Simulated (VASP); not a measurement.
Write the native input for VASP 6.6.1 that does the following.

```yaml
Task: single point
Functional: PBE
Potentials_or_basis: VASP PAW PBE potentials, release 64 (Li_sv)
Cutoff: 520 eV
k_mesh: 8 × 8 × 11
Occupations: fermi-dirac, width 0.1 eV
Spin: no spin polarisation
Dipole_correction: no
Further_INCAR_settings: ALGO = Normal; EDIFF = 1e-07; NBANDS = 12
```

The structure of Li lies in POSCAR:

```
Li
1.0
    4.8771613636      0.0000000000      0.0000000000
   -2.4385806818      4.2237456392      0.0000000000
    0.0000000000      0.0000000000      2.8680714012
Li
3
Direct
    0.0000000000      0.0000000000      0.0000000000
    0.3333333333      0.6666666667      0.5000000000
    0.6666666667      0.3333333333      0.5000000000
```

These files were run (other wordings do the same):

INCAR

```
PREC = Accurate
ENCUT = 520
EDIFF = 1E-7
ISMEAR = -1
SIGMA = 0.1
LREAL = F
LASPH = T
NELM = 60
ALGO = Normal
ISIF = 2
LWAVE = F
LCHARG = F
GGA = PE
NBANDS = 12
```

KPOINTS

```
regular mesh
0
Gamma
  8 8 11
```

Potentials or basis: VASP PAW PBE potentials, release 64 (Li_sv).

The run is started by

```console
$ cat potpaw_PBE.64/Li_sv/POTCAR > POTCAR
$ mpirun -np 1 vasp_std > vasp.out
```

Run time: 11 s on 1 thread of Intel(R) Xeon(R) 6975P-C (Granite Rapids), on a shared host, peak memory 0.18 GiB.
